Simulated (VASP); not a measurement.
# Ti (P6/mmm) in VASP: notebook, part 2 of 2

VASP 6.6.1. Earlier steps stand in the parts before.

**3. Single point, PBEsol**

This run uses another cell than the first one, of the same volume but with other edges.

INCAR

```
SYSTEM = Ti
PREC     = Accurate       ! precision mode
ENCUT    = 520            ! plane-wave cutoff, eV
EDIFF    = 1E-6           ! SCF threshold, eV
ISMEAR   = 0              ! smearing method
SIGMA    = 0.15           ! smearing width, eV
LREAL    = .False.        ! projectors in reciprocal space
LASPH    = .True.         ! aspherical terms in the spheres
NELM     = 80             ! most SCF steps
ALGO     = Fast           ! electronic algorithm
ISIF     = 2              ! what is computed and relaxed
LWAVE    = .False.        ! write WAVECAR
LCHARG   = .True.         ! write CHGCAR
GGA      = PS             ! functional
LELF     = .True.         ! ELF
LVHAR    = .True.       
NBANDS   = 25             ! bands
```

KPOINTS

```
Automatic mesh
0
Gamma
  12 12 14
  0 0 0
```

POSCAR

```
Ti
1.0
    4.5420000000      0.0000000000      0.0000000000
   -2.2710000000      3.9334873840      0.0000000000
    0.0000000000      0.0000000000      2.8263000000
Ti
3
Direct
    0.0000000000      0.0000000000      0.0000000000
    0.3333333333      0.6666666667      0.5000000000
    0.6666666667      0.3333333333      0.5000000000
```

Potentials or basis: VASP PAW PBE potentials, release 64 (Ti_sv).

The run is started by

```bash
cat potpaw_PBE.64/Ti_sv/POTCAR > POTCAR
mpirun -np 1 vasp_std > vasp.out
```

OUTCAR:

```text
SYSTEM = Ti
   PREC = Accurate
   ENCUT = 520
   EDIFF = 1E-6
   ISMEAR = 0
   LREAL = .False.
   LASPH = .True.
   NELM = 80
   ISIF = 2
   GGA = PS

 ion  position               nearest neighbor table
   1  0.000  0.000  0.000-
   2  0.333  0.667  0.500-   3 2.62   3 2.62   3 2.62
   3  0.667  0.333  0.500-   2 2.62   2 2.62   2 2.62

  LATTYP: Found a hexagonal cell.
 ALAT       =     4.5420000000
 C/A-ratio  =     0.6222589168

  Lattice vectors:

 A1 = (   4.5420000000,   0.0000000000,   0.0000000000)
 A2 = (  -2.2710000000,   3.9334873840,   0.0000000000)
 A3 = (   0.0000000000,   0.0000000000,   2.8263000000)

Analysis of symmetry for initial positions (statically):
=====================================================================
 Subroutine PRICEL returns:
 Original cell was already a primitive cell.

 Routine SETGRP: Setting up the symmetry group for a
 hexagonal supercell.

 Subroutine GETGRP returns: Found 24 space group operations
 (whereof 24 operations were pure point group operations)
 out of a pool of 24 trial point group operations.

The static configuration has the point symmetry D_6h.
[... 162 lines left out ...]

  energy without entropy =      -25.03163230  energy(sigma->0) =      -25.04765142

 E-fermi :   8.4251     XC(G=0): -11.7855

 val. band max:        8.4186276800   @ k =   0.4167  -0.0000   0.1429
 cond. band min:       8.4288063480   @ k =   0.0000   0.0000   0.0000
 fundamental gap:      0.0101786680
 Fermi energy:         8.4251015917

 k-point     1 :       0.0000    0.0000    0.0000
  band No.  band energies     occupation
      1     -48.1930      2.00000
      2     -47.9319      2.00000
      3     -47.7525      2.00000
      4     -24.6149      2.00000
      5     -24.6149      2.00000
      6     -24.5190      2.00000
[... 661 lines left out ...]
     24      10.5480      0.00000
     25      11.1015      0.00000

 [... further k-points ...]

------------------------ aborting loop because EDIFF is reached ----------------------------------------

  FORCE on cell =-STRESS in cart. coord.  units (eV):
  Direction    XX          YY          ZZ          XY          YZ          ZX
  --------------------------------------------------------------------------------------
  -------------------------------------------------------------------------------------
  Total       -0.8007117     -0.8007117     -1.0460910     -0.0000000      0.0000000     -0.0000000
  in kB      -25.4064280    -25.4064280    -33.1922656     -0.0000000      0.0000000     -0.0000000
  external PRESSURE =     -28.0017072 kB  Pullay stress =       0.0000000 kB

 VOLUME and BASIS-vectors are now :
 -----------------------------------------------------------------------------
  energy-cutoff  :      520.00
  volume of cell :       50.49
      direct lattice vectors                 reciprocal lattice vectors
     4.542000000  0.000000000  0.000000000     0.220167327  0.127113666  0.000000000
    -2.271000000  3.933487384  0.000000000     0.000000000  0.254227331  0.000000000
     0.000000000  0.000000000  2.826300000     0.000000000  0.000000000  0.353819481

 POSITION                                       TOTAL-FORCE (eV/Angst)
 -----------------------------------------------------------------------------------
      0.00000      0.00000      0.00000        -0.000000      0.000000      0.000000
     -0.00000      2.62232      1.41315         0.000000     -0.000000     -0.000000
      2.27100      1.31116      1.41315        -0.000000      0.000000      0.000000
 -----------------------------------------------------------------------------------
    total drift:                                0.000000     -0.000000     -0.000000

  FREE ENERGIE OF THE ION-ELECTRON SYSTEM (eV)
  ---------------------------------------------------
  free  energy   TOTEN  =       -25.0636705424 eV

  energy  without entropy=      -25.0316322983  energy(sigma->0) =      -25.04765142
```

OSZICAR:

```text
N       E                     dE             d eps       ncg     rms          rms(c)
DAV:   1     0.429438227372E+03    0.42944E+03   -0.18571E+04  7616   0.179E+03
DAV:   2     0.202216297110E+02   -0.40922E+03   -0.40234E+03  7686   0.517E+02
DAV:   3    -0.249582790136E+02   -0.45180E+02   -0.44106E+02 14028   0.148E+02
[... 38 lines left out ...]
RMM:  42    -0.250636699752E+02   -0.53253E-06   -0.16263E-05  6412   0.150E-02    0.282E-03
RMM:  43    -0.250636703824E+02   -0.40720E-06   -0.14742E-05  6440   0.144E-02    0.277E-03
RMM:  44    -0.250636705026E+02   -0.12020E-06   -0.13155E-05  6504   0.147E-02    0.166E-03
RMM:  45    -0.250636706253E+02   -0.12277E-06   -0.12071E-05  6299   0.139E-02    0.278E-03
RMM:  46    -0.250636706391E+02   -0.13753E-07   -0.10842E-05  6559   0.133E-02    0.368E-03
RMM:  47    -0.250636705424E+02    0.96706E-07   -0.97747E-06  5764   0.125E-02
   1 F= -.25063671E+02 E0= -.25047651E+02  d E =-.320382E-01
```

Run time: 15 min. Hardware: 1 thread of Intel Xeon 8259CL, shared host; peak memory 0.28 GiB.

Results:

- Free energy: -25.0637 eV
- Pressure: -2.8 GPa
- Band gap on the k mesh: zero (bands 18 and 19 overlap by 0.32 eV)

Caveat: the PAW data sets were made with another functional, which shifts forces and pressure a little.

**4. Single point, PBEsol**

This run uses another cell than the first one, of 16.89 Å³/atom.

INCAR

```
ALGO = Fast
EDIFF = 1E-6
ENCUT = 520
GGA = PS
ISIF = 2
ISMEAR = 0
LASPH = True
LCHARG = False
LREAL = False
LWAVE = False
NBANDS = 25
NELM = 80
PREC = Accurate
SIGMA = 0.15
```

KPOINTS

```
k-points
0
Gamma
  12 12 14
```

POSCAR

```
Ti
1.0
    4.5962000000      0.0000000000      0.0000000000
   -2.2981000000      3.9804259609      0.0000000000
    0.0000000000      0.0000000000      2.7703000000
Ti
3
Direct
    0.0000000000      0.0000000000      0.0000000000
    0.3333333333      0.6666666667      0.5000000000
    0.6666666667      0.3333333333      0.5000000000
```

Potentials or basis: VASP PAW PBE potentials, release 64 (Ti_sv).

The run is started by

```bash
cat potpaw_PBE.64/Ti_sv/POTCAR > POTCAR
mpirun -np 1 vasp_std > vasp.out
```

OUTCAR:

```text
EDIFF = 1E-6
   ENCUT = 520
   GGA = PS
   ISIF = 2
   ISMEAR = 0
   LASPH = True
   LREAL = False
   NELM = 80
   PREC = Accurate

 ion  position               nearest neighbor table
   1  0.000  0.000  0.000-
   2  0.333  0.667  0.500-   3 2.65   3 2.65   3 2.65
   3  0.667  0.333  0.500-   2 2.65   2 2.65   2 2.65

  LATTYP: Found a hexagonal cell.
 ALAT       =     4.5962000000
[... 865 lines left out ...]
 [... further k-points ...]

------------------------ aborting loop because EDIFF is reached ----------------------------------------

  FORCE on cell =-STRESS in cart. coord.  units (eV):
  Direction    XX          YY          ZZ          XY          YZ          ZX
  --------------------------------------------------------------------------------------
  -------------------------------------------------------------------------------------
  Total       -1.5348765     -1.5348765      0.1237664      0.0000000      0.0000000     -0.0000000
  in kB      -48.5208896    -48.5208896      3.9125328      0.0000000      0.0000000     -0.0000000
  external PRESSURE =     -31.0430821 kB  Pullay stress =       0.0000000 kB

 VOLUME and BASIS-vectors are now :
 -----------------------------------------------------------------------------
  energy-cutoff  :      520.00
  volume of cell :       50.68
      direct lattice vectors                 reciprocal lattice vectors
     4.596200000  0.000000000  0.000000000     0.217571037  0.125614697  0.000000000
    -2.298100000  3.980425961  0.000000000     0.000000000  0.251229393  0.000000000
     0.000000000  0.000000000  2.770300000     0.000000000  0.000000000  0.360971736

 POSITION                                       TOTAL-FORCE (eV/Angst)
 -----------------------------------------------------------------------------------
      0.00000      0.00000      0.00000         0.000000      0.000000      0.000000
     -0.00000      2.65362      1.38515        -0.000000     -0.000000      0.000000
      2.29810      1.32681      1.38515         0.000000      0.000000     -0.000000
 -----------------------------------------------------------------------------------
    total drift:                                0.000000      0.000000     -0.000000

  FREE ENERGIE OF THE ION-ELECTRON SYSTEM (eV)
  ---------------------------------------------------
  free  energy   TOTEN  =       -25.0454645879 eV

  energy  without entropy=      -25.0139260482  energy(sigma->0) =      -25.02969532
```

OSZICAR:

```text
N       E                     dE             d eps       ncg     rms          rms(c)
DAV:   1     0.427759161599E+03    0.42776E+03   -0.18576E+04  7608   0.179E+03
DAV:   2     0.199088118662E+02   -0.40785E+03   -0.40122E+03  7677   0.516E+02
DAV:   3    -0.250603191528E+02   -0.44969E+02   -0.43836E+02 14128   0.147E+02
[... 42 lines left out ...]
RMM:  46    -0.250454646788E+02   -0.16485E-06   -0.13166E-05  7318   0.149E-02    0.139E-02
RMM:  47    -0.250454647665E+02   -0.87700E-07   -0.11893E-05  7385   0.147E-02    0.118E-02
RMM:  48    -0.250454647896E+02   -0.23176E-07   -0.10835E-05  5749   0.131E-02    0.115E-02
RMM:  49    -0.250454647339E+02    0.55715E-07   -0.10056E-05  6290   0.128E-02    0.112E-02
RMM:  50    -0.250454645879E+02    0.14604E-06   -0.94885E-06  5198   0.119E-02
   1 F= -.25045465E+02 E0= -.25029695E+02  d E =-.315385E-01
```

stdout:

```text
POSCAR found type information on POSCAR Ti
 POSCAR found :  1 types and       3 ions
 scaLAPACK will be used
 -----------------------------------------------------------------------------
|                                                                             |
|                                                                             |
|     You enforced a specific xc type in the INCAR file but a different       |
[... 24 lines left out ...]
WARNING in EDDRMM: call to ZHEGV failed, returncode =   6  3     17
WARNING in EDDRMM: call to ZHEGV failed, returncode =   8  4     24
WARNING in EDDRMM: call to ZHEGV failed, returncode =   6  3     22
WARNING in EDDRMM: call to ZHEGV failed, returncode =   8  4      8
WARNING in EDDRMM: call to ZHEGV failed, returncode =   8  4     25
WARNING in EDDRMM: call to ZHEGV failed, returncode =   8  4     24
WARNING in EDDRMM: call to ZHEGV failed, returncode =   6  3     14
```

Wall time 17 min (1 thread of Intel Xeon 8259CL, shared host); peak memory 0.28 GiB.

What came out:

```
Free energy            : -25.0455 eV
Pressure               : -3.1 GPa
Band gap on the k mesh : zero (bands 18 and 19 overlap by 0.29 eV)
```

Stress tensor (GPa, compression positive):
```
-4.85  0.00  0.00
 0.00 -4.85  0.00
 0.00  0.00  0.39
```

Caveat: the stress differs along the axes, from -5 to 0 GPa; the PAW data sets were made with another functional, which shifts forces and pressure a little.

**5. Summary**

```tsv
cell	gap on the mesh (eV)	pressure (GPa)
a = 4.461, b = 4.461, c = 2.933 Å, angles 90.0, 90.0, 120.0°, 3 atoms	none	-3.3
a = 4.542, b = 4.542, c = 2.826 Å, angles 90.0, 90.0, 120.0°, 3 atoms	none	-2.8
a = 4.596, b = 4.596, c = 2.770 Å, angles 90.0, 90.0, 120.0°, 3 atoms	none	-3.1
```

Alike in all rows: task single point; level PBEsol; potentials or basis VASP PAW PBE potentials, release 64 (Ti_sv); no spin polarisation; k mesh 12 × 12 × 14; cutoff (eV) 520; smearing gaussian 0.15 eV.

Caveats: the PAW data sets were made with another functional, which shifts forces and pressure a little; the stress differs along the axes, from -10 to 0 GPa (at least some runs); the stress differs along the axes, from -5 to 0 GPa (at least some runs).

Absolute energies hang on the potentials; compare differences alone.
